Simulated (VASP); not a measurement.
Write the native input for VASP 6.6.1 that does the following.

```
Task                   : single point
Functional             : PBE
Potentials or basis    : VASP PAW PBE potentials, release 64 (Ir)
Cutoff                 : 520 eV
k mesh                 : 13 × 13 × 13
Occupations            : gaussian, width 0.15 eV
Spin                   : no spin polarisation
Dipole correction      : no
Further INCAR settings : ALGO = Normal; EDIFF = 1e-06; NBANDS = 10
```

The structure of Ir lies in POSCAR:

```
Ir
1.0
    0.0000000000      1.9623402708      1.9623402708
    1.9623402708      0.0000000000      1.9623402708
    1.9623402708      1.9623402708      0.0000000000
Ir
1
Direct
    0.0000000000      0.0000000000      0.0000000000
```

One way to write it, as run:

INCAR

```
  PREC = Accurate
  ENCUT = 520
  EDIFF = 1E-6
  ISMEAR = 0
  SIGMA = 0.15
  LREAL = False
  LASPH = True
  NELM = 80
  ALGO = Normal
  ISIF = 2
  LWAVE = False
  LCHARG = True
  GGA = PE
  LELF = True
  LVHAR = True
  NBANDS = 10
```

KPOINTS

```
regular mesh
0
Gamma
  13 13 13
```

Potentials or basis: VASP PAW PBE potentials, release 64 (Ir).

The run is started by

```bash
$ cat potpaw_PBE.64/Ir/POTCAR > POTCAR
$ mpirun -np 1 vasp_std > vasp.out
```

Results of the run:

```json
{
  "Pressure": "-12.4 GPa"
}
```

Wall time 9 s on 1 thread of AMD EPYC 9R45 96-Core Processor (Zen 5), with other jobs on the host, peak memory 0.12 GiB.
